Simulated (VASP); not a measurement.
# Ta (Im-3m) in VASP: notebook, part 3 of 3

VASP 6.6.1.

**4. Single point, LDA (14.40 Å³/atom)**

This run uses another cell than the first one, of 14.40 Å³/atom.

The input, INCAR:

```
PREC = Accurate
ENCUT = 520
EDIFF = 1E-6
ISMEAR = 0
SIGMA = 0.05
LREAL = F
LASPH = T
NELM = 100
ALGO = Fast
ISIF = 2
LWAVE = F
LCHARG = F
GGA = CA
NBANDS = 12
```

The input, KPOINTS:

```
Automatic mesh
0
Gamma
  22 22 22
```

The input, POSCAR:

```
Ta
1.0
   -1.5326526329      1.5326526329      1.5326526329
    1.5326526329     -1.5326526329      1.5326526329
    1.5326526329      1.5326526329     -1.5326526329
Ta
1
Direct
    0.0000000000      0.0000000000      0.0000000000
```

Potentials or basis: VASP PAW LDA potentials, release 64 (Ta_pv).

Started as:

```bash
$ cat potpaw_LDA.64/Ta_pv/POTCAR > POTCAR
$ mpirun -np 1 vasp_std > vasp.out
```

OUTCAR:

```text
PREC = Accurate
   ENCUT = 520
   EDIFF = 1E-6
   ISMEAR = 0
   LREAL = F
   LASPH = T
   NELM = 100
   ISIF = 2
   GGA = CA

 ion  position               nearest neighbor table
   1  0.000  0.000  0.000-

  LATTYP: Found a body centered cubic cell.
 ALAT       =     3.0653052658

  Lattice vectors:

 A1 = (  -1.5326526329,   1.5326526329,   1.5326526329)
 A2 = (   1.5326526329,  -1.5326526329,   1.5326526329)
 A3 = (   1.5326526329,   1.5326526329,  -1.5326526329)

Analysis of symmetry for initial positions (statically):
=====================================================================
 Subroutine PRICEL returns:
 Original cell was already a primitive cell.

 Routine SETGRP: Setting up the symmetry group for a
 body centered cubic supercell.

 Subroutine GETGRP returns: Found 48 space group operations
 (whereof 48 operations were pure point group operations)
 out of a pool of 48 trial point group operations.

The static configuration has the point symmetry O_h .

Analysis of symmetry for dynamics (positions and initial velocities):
=====================================================================
 Subroutine PRICEL returns:
 Original cell was already a primitive cell.

 Routine SETGRP: Setting up the symmetry group for a
 body centered cubic supercell.

 Subroutine GETGRP returns: Found 48 space group operations
 (whereof 48 operations were pure point group operations)
 out of a pool of 48 trial point group operations.

The dynamic configuration has the point symmetry O_h .

 Subroutine INISYM returns: Found 48 space group operations
 (whereof 48 operations are pure point group operations),
 and found     1 'primitive' translations

----------------------------------------------------------------------------------------

                                     Primitive cell

  volume of cell :      14.4010

  direct lattice vectors                    reciprocal lattice vectors
    -1.532652633  1.532652633  1.532652633     0.000000000  0.326231782  0.326231782
     1.532652633 -1.532652633  1.532652633     0.326231782  0.000000000  0.326231782
     1.532652633  1.532652633 -1.532652633     0.326231782  0.326231782  0.000000000

  length of vectors
     2.654632231  2.654632231  2.654632231     0.461361411  0.461361411  0.461361411

  position of ions in fractional coordinates (direct lattice)
     0.000000000  0.000000000  0.000000000

  ion indices of the primitive-cell ions
   primitive index   ion index
                 1           1

----------------------------------------------------------------------------------------

 KPOINTS: Automatic mesh

Automatic generation of k-mesh.
 Grid dimensions read from file:
 generate k-points for:   22   22   22

 Generating k-lattice:

  Cartesian coordinates                     Fractional coordinates (reciprocal lattice)
     0.000000000  0.014828717  0.014828717     0.045454545  0.000000000  0.000000000
     0.014828717  0.000000000  0.014828717     0.000000000  0.045454545  0.000000000
     0.014828717  0.014828717  0.000000000     0.000000000  0.000000000  0.045454545

  Length of vectors
     0.020970973  0.020970973  0.020970973

  Shift w.r.t. Gamma in fractional coordinates (k-lattice)
     0.000000000  0.000000000  0.000000000

 Subroutine IBZKPT returns following result:
 ===========================================

 Found    328 irreducible k-points:

 Following reciprocal coordinates:
            Coordinates               Weight
  0.000000  0.000000  0.000000      1.000000
  0.045455  0.000000  0.000000     12.000000
  0.090909  0.000000  0.000000     12.000000
  0.136364  0.000000  0.000000     12.000000
  0.181818  0.000000  0.000000     12.000000
  0.227273  0.000000  0.000000     12.000000
[... 16 lines left out ...]
  0.090909  0.090909  0.000000     24.000000
  0.136364  0.090909 -0.000000     48.000000
 [... further k-points ...]
   k-points           NKPTS =    328   k-points in BZ     NKDIM =    328   number of bands    NBANDS=     12
   number of dos      NEDOS =    301   number of ions     NIONS =      1
   total plane-waves  NPLWV =   8000
   dimension x,y,z NGX =    20 NGY =   20 NGZ =   20
   dimension x,y,z NGXF=    40 NGYF=   40 NGZF=   40
   ions per type =               1
   NGX,Y,Z   is equivalent  to a cutoff of  12.52, 12.52, 12.52 a.u.
   NGXF,Y,Z  is equivalent  to a cutoff of  25.05, 25.05, 25.05 a.u.
 SYSTEM =  unknown system
   PREC   = accura    normal or accurate (medium, high low for compatibility)
   ISTART =      0    job   : 0-new  1-cont  2-samecut
   ICHARG =      2    charge: 1-file 2-atom 10-const
   ISPIN  =      1    spin polarized calculation?
   LNONCOLLINEAR =      F non collinear calculations
   LSORBIT =      F    spin-orbit coupling
   LASPH  =      T    aspherical Exc in radial PAW
   ENCUT  =  520.0 eV  38.22 Ry    6.18 a.u.   4.94  4.94  4.94*2*pi/ulx,y,z
   NELM   =    100;   NELMIN=  2; NELMDL= -5     # of ELM steps
   EDIFF  = 0.1E-05   stopping-criterion for ELM
   LREAL  =      F    real-space projection
   EDIFFG = 0.1E-04   stopping-criterion for IOM
   NSW    =      0    number of steps for IOM
   IBRION =     -1    ionic relax: 0-MD 1-quasi-New 2-CG
   NFREE  =      0    steps in history (QN), initial steepest desc. (CG)
   ISIF   =      2    stress and relaxation
   ISYM   =      2    0-nonsym 1-usesym 2-fastsym
   POTIM  = 0.5000    time-step for ionic-motion
   TEBEG  =    0.0;   TEEND  =   0.0 temperature during run
   PSTRESS=    0.0 pullay stress
   NELECT =      11.0000    total number of electrons
   NUPDOWN=      -1.0000    fix difference up-down
   EMIN   =  10.00;   EMAX   =-10.00  energy-range for DOS
   EFERMI =   0.00;   METHOD = LEGACY
   ISMEAR =     0;   SIGMA  =   0.05  broadening in eV -4-tet -1-fermi 0-gaus
   EFERMI_NEDOS =   21; number of points for ismear=-14 and -15
   IALGO  =     68    algorithm
   IMIX   =      4    mixing-type and parameters
     AMIX     =   0.40;   BMIX     =  1.00
     AMIX_MAG =   1.60;   BMIX_MAG =  1.00
  volume/ion in A,a.u.               =      14.40        97.18
  Fermi-wavevector in a.u.,A,eV,Ry     =   1.496495  2.827966 30.470218  2.239498
  Thomas-Fermi vector in A             =   2.608504
   LORBIT       =      0    0 simple, 1 ext, 2 COOP (PROOUT), +10 PAW based schemes
   GGA     = CA    functional components
   LHFCALC =     F    Hartree Fock is set to
   AEXX    =    0.0000 exact exchange contribution
   IVDW    =     0    specifies the selected vdW correction
   LEPSILON=     F    determine dielectric tensor
   LRPA    =     F    only Hartree local field effects (RPA)
 non-spin polarized calculation
 RMM-DIIS sequential band-by-band and
 Gauss-broadening in eV      SIGMA  =   0.05
  energy-cutoff  :      520.00
  volume of cell :       14.40
 maximum number of plane-waves:       402
   NGX =  9   NGY =  9   NGZ =  9

 number of electron      10.9999997 magnetization

 Free energy of the ion-electron system (eV)
  ---------------------------------------------------
  ext. energy  EPLUGINS =         0.00000000
  ---------------------------------------------------
  free energy    TOTEN  =       -12.39350100 eV

  energy without entropy =      -12.39243454  energy(sigma->0) =      -12.39296777

 E-fermi :   7.4190     XC(G=0): -13.9725

 val. band max:        7.4173615225   @ k =  -0.4091   0.4545   0.1818
 cond. band min:       7.4204627475   @ k =  -0.4091  -0.4091   0.0455
 fundamental gap:      0.0031012250
 Fermi energy:         7.4189794139

 k-point     1 :       0.0000    0.0000    0.0000
  band No.  band energies     occupation
      1     -24.5823      2.00000
      2     -24.5823      2.00000
      3     -24.5823      2.00000
      4      -1.1751      2.00000
      5       8.0098      0.00000
      6       8.0098      0.00000
      7       8.0098      0.00000
      8      12.1296      0.00000
      9      12.1296      0.00000
     10      23.5430      0.00000
     11      23.5431      0.00000
     12      23.5431      0.00000

 k-point     2 :       0.0455    0.0000    0.0000
  band No.  band energies     occupation
      1     -24.6389      2.00000
      2     -24.5985      2.00000
      3     -24.5830      2.00000
      4      -1.0485      2.00000
      5       7.9260      0.00000
      6       7.9896      0.00000
      7       8.1323      0.00000
      8      11.9770      0.00000
      9      12.1267      0.00000
     10      23.6639      0.00000
     11      23.7513      0.00000
     12      23.9138      0.00000
[... 316 lines left out ...]
 k-point    24 :       0.1364    0.0909   -0.0000
  band No.  band energies     occupation
      1     -25.4647      2.00000
      2     -24.8063      2.00000
      3     -24.6535      2.00000
      4       0.8769      2.00000
      5       6.9182      2.00000
      6       7.1190      2.00000
      7      10.3970      0.00000
      8      10.8611      0.00000
      9      12.5150      0.00000
     10      21.8247      0.00000
     11      25.1503      0.00000
     12      26.6915      0.00000

 [... further k-points ...]
[... 5 lines left out ...]
  --------------------------------------------------------------------------------------
  -------------------------------------------------------------------------------------
  Total        5.0553398      5.0553398      5.0553398     -0.0000000     -0.0000000      0.0000000
  in kB      562.4316281    562.4316281    562.4316281     -0.0000000     -0.0000000      0.0000000
  external PRESSURE =     562.4316281 kB  Pullay stress =       0.0000000 kB

 VOLUME and BASIS-vectors are now :
 -----------------------------------------------------------------------------
  energy-cutoff  :      520.00
  volume of cell :       14.40
      direct lattice vectors                 reciprocal lattice vectors
    -1.532652633  1.532652633  1.532652633     0.000000000  0.326231782  0.326231782
     1.532652633 -1.532652633  1.532652633     0.326231782  0.000000000  0.326231782
     1.532652633  1.532652633 -1.532652633     0.326231782  0.326231782  0.000000000

 POSITION                                       TOTAL-FORCE (eV/Angst)
 -----------------------------------------------------------------------------------
      0.00000      0.00000      0.00000         0.000000     -0.000000     -0.000000
 -----------------------------------------------------------------------------------
    total drift:                                0.000000      0.000000     -0.000000

  FREE ENERGIE OF THE ION-ELECTRON SYSTEM (eV)
  ---------------------------------------------------
  free  energy   TOTEN  =       -12.3935010006 eV

  energy  without entropy=      -12.3924345446  energy(sigma->0) =      -12.39296777
```

stdout:

```text
POSCAR found type information on POSCAR Ta
 POSCAR found :  1 types and       1 ions
 scaLAPACK will be used
 LDA part: xc-table for (Slater(with rela. corr.)+CA(PZ))
 , standard interpolation
 POSCAR, INCAR and KPOINTS ok, starting setup
 FFT: planning ... GRIDC
 FFT: planning ... GRID_SOFT
 FFT: planning ... GRID
 WAVECAR not read
 entering main loop
WARNING in EDDRMM: call to ZHEGV failed, returncode =   8  4     11
```

It took 27 s on 1 thread of Intel Xeon Platinum 8559C (Emerald Rapids), shared host; peak memory 0.16 GiB.

What came out:

* Free energy: -12.3935 eV
* Pressure: 56.2 GPa
* Band gap on the k mesh: zero (an odd number of electrons rules out a gap without spin polarisation)

Caveat: the cell stands under pressure; spin-orbit coupling is left out, which moves the levels of the heavy elements.

**5. Summary**

```csv
cell,gap on the mesh (eV),pressure (GPa)
"a = 2.539 Å, angles 109.5°, 1 atom",none,123.8
"a = 2.598 Å, angles 109.5°, 1 atom",none,86.0
"a = 2.655 Å, angles 109.5°, 1 atom",none,56.2
```

Alike in all rows: task single point; level LDA; potentials or basis VASP PAW LDA potentials, release 64 (Ta_pv); no spin polarisation; k mesh 22 × 22 × 22; cutoff (eV) 520; smearing gaussian 0.05 eV.

Caveats: the cell stands under pressure; spin-orbit coupling is left out, which moves the levels of the heavy elements.

Total energies depend on the potentials used, so only differences within one code and one set of settings carry meaning.
